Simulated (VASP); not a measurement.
A run of VASP 6.6.1 is set up as follows.

INCAR

```
SYSTEM = C
PREC     = Accurate       ! precision mode
ENCUT    = 520            ! plane-wave cutoff, eV
EDIFF    = 1E-7           ! SCF threshold, eV
ISMEAR   = 0              ! smearing method
SIGMA    = 0.1            ! smearing width, eV
LREAL    = .False.        ! projectors in reciprocal space
LASPH    = .True.         ! aspherical terms in the spheres
NELM     = 80             ! most SCF steps
ALGO     = Normal         ! electronic algorithm
ISIF     = 2              ! what is computed and relaxed
LWAVE    = .False.        ! write WAVECAR
LCHARG   = .False.        ! write CHGCAR
GGA      = PE             ! functional
IVDW     = 12             ! dispersion correction
NBANDS   = 16             ! bands
```

The input KPOINTS:

```
regular mesh
0
Gamma
  18 18 8
  0 0 0
```

The input POSCAR:

```
C
1.0
    2.4513936228      0.0000000000      0.0000000000
   -1.2256968114      2.1229691520      0.0000000000
    0.0000000000      0.0000000000      5.9910501048
C
4
Direct
    0.0000000000      0.0000000000      0.7500024317
    0.0000000000      0.0000000000      0.2499975683
    0.3333333333      0.6666666667      0.2499976021
    0.6666666667      0.3333333333      0.7500023979
```

Potentials or basis: VASP PAW PBE potentials, release 64 (C).

Command:

```bash
$ cat potpaw_PBE.64/C/POTCAR > POTCAR
$ mpirun -np 1 vasp_std > vasp.out
```

**Question.** What does it give for the dispersion energy per atom?

**Answer.** -0.178 eV.

**Question.** What does it give for the pressure?

**Answer.** 8.5 GPa.

**Question.** Estimate the band gap on the k mesh.

**Answer.** Zero (bands 8 and 9 overlap by 0.10 eV).

Stress tensor (GPa, compression positive):
```
8.82 0.00 0.00
0.00 8.82 0.00
0.00 0.00 7.90
```

Caveat: the cell stands under pressure.
